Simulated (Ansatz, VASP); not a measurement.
# Two plane-wave programs on AlAs

File INCAR:

```
ALGO     = Normal         # electronic algorithm
EDIFF    = 1E-6           # SCF threshold, eV
ENCUT    = 500            # plane-wave cutoff, eV
GGA      = PE             # functional
GGA_COMPAT= F            
ISIF     = 2              # what is computed and relaxed
ISMEAR   = 0              # smearing method
LASPH    = T              # aspherical terms in the spheres
LCHARG   = F              # write CHGCAR
LREAL    = F              # projectors in reciprocal space
LWAVE    = F              # write WAVECAR
NBANDS   = 11             # bands
NELM     = 120            # most SCF steps
PREC     = Accurate       # precision mode
SIGMA    = 0.02           # smearing width, eV
```

The input KPOINTS:

```
k-points
0
Gamma
  8 8 8
```

POSCAR

```
AlAs
1.0
    0.0000000000      2.8633507209      2.8633507209
    2.8633507209      0.0000000000      2.8633507209
    2.8633507209      2.8633507209      0.0000000000
Al As
1 1
Direct
    0.0000000000      0.0000000000      0.0000000000
    0.7500000000      0.7500000000      0.7500000000
```

Input for Ansatz:

```yaml
crystal:
  lattice:
    - [0.0, 2.8633507209, 2.8633507209]
    - [2.8633507209, 0.0, 2.8633507209]
    - [2.8633507209, 2.8633507209, 0.0]
  atoms:
    - { symbol: Al, position: [0.0, 0.0, 0.0] }
    - { symbol: As, position: [0.75, 0.75, 0.75] }
basis:
  ecutwfc: 420
kpoints:
  mp_grid: { grid: [8, 8, 8] }
  band_path: { path: [VBM, CBM], npoints: 2 }
hamiltonian:
  xc: pbe
scf:
  occupations: { method: gaussian, width: 0.02 }
output:
  forces: true
  stress: true
  eigenvalues: true
checkpoint:
  read: start.run
  write: ck
  compress: false
  write_wavefunctions: false
  write_every: 100000
```

Alike in both runs: task single point; functional PBE; k mesh 8 × 8 × 8; occupations gaussian, width 0.02 eV; no spin polarisation.

|  | VASP | Ansatz |
| --- | --- | --- |
| version | VASP 6.6.1 | Ansatz 0.2.0 |
| potentials or method | VASP PAW PBE potentials, release 64 (Al, As), cutoff 500 eV | scalar-relativistic, plane waves, PAW |
| valence electrons in the cell | 8 | 18 |

```tsv
	VASP	Ansatz	Ansatz less VASP
gap on the k mesh at the Fermi level (eV)	1.49	1.50	+0.009
least direct gap on the mesh (eV)	1.79	1.78	-0.006
pressure (GPa)	0.2	0.1	-0.16
```

The functional is the same, so the differences come from potentials, cutoffs and numerics. VASP's potentials hold 8 valence electrons a cell and Ansatz's 18, so a difference there can come from the potentials and not from the codes.
